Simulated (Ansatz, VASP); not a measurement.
## Au in VASP and in Ansatz

The input INCAR:

```
  PREC = Accurate
  ENCUT = 520
  EDIFF = 1E-8
  ISMEAR = -1
  SIGMA = 0.03
  LREAL = False
  LASPH = True
  NELM = 60
  ALGO = Normal
  ISIF = 2
  LWAVE = False
  LCHARG = False
  GGA = PS
  LEFG = True
  NBANDS = 18
```

File KPOINTS:

```
Automatic mesh
0
Gamma
  14 14 8
```

The input POSCAR:

```
Au
1.0
    2.9192042576      0.0000000000      0.0000000000
   -1.4596021288      2.5281050460      0.0000000000
    0.0000000000      0.0000000000      4.9123188226
Au
2
Direct
    0.3333333333      0.6666666667      0.7500000000
    0.6666666667      0.3333333333      0.2500000000
```

Input for Ansatz:

```yaml
crystal:
  lattice:
    - [2.9192042576, 0.0, 0.0]
    - [-1.4596021288, 2.528105046, 0.0]
    - [0.0, 0.0, 4.9123188226]
  atoms:
    - { symbol: Au, position: [0.3333333333, 0.6666666667, 0.75] }
    - { symbol: Au, position: [0.6666666667, 0.3333333333, 0.25] }
kpoints:
  mp_grid: { grid: [14, 14, 8] }
scf:
  occupations: { method: fermi_dirac, width: 0.03 }
hamiltonian:
  xc: pbesol
  pseudopotentials: { kind: paw }
output:
  forces: true
  stress: true
  eigenvalues: true
  efg: { contact_densities: true }
```

Change from the starting cell: volume scaled by 1.02, PAW files.

Alike in both runs: task electric field gradients; functional PBEsol; k mesh 14 × 14 × 8; occupations fermi-dirac, width 0.03 eV; no spin polarisation.

|  | VASP | Ansatz |
| --- | --- | --- |
| version | VASP 6.6.1 | Ansatz 0.2.0 |
| potentials or method | VASP PAW PBE potentials, release 64 (Au) | PAW with Ansatz's default frozen-core files, scalar-relativistic |
| plane-wave cutoff (eV) | 520 | 420 |
| valence electrons in the cell | 22 | 38 |

Ansatz gave:

* pressure (GPa): -8.8
* size of Vzz on the site where it differs most (V/Å²): 9.1

Q: What did VASP give for the same quantities?

A: Pressure (GPa): -9.0; size of Vzz on the site where it differs most (V/Å²): 20.6.

VASP's potentials were made for PBE, not for PBEsol. The functional is the same, so the differences come from potentials, cutoffs and numerics. VASP's potentials hold 22 valence electrons a cell and Ansatz's 38, so a difference there can come from the potentials and not from the codes.

Neither program's run includes spin-orbit coupling.
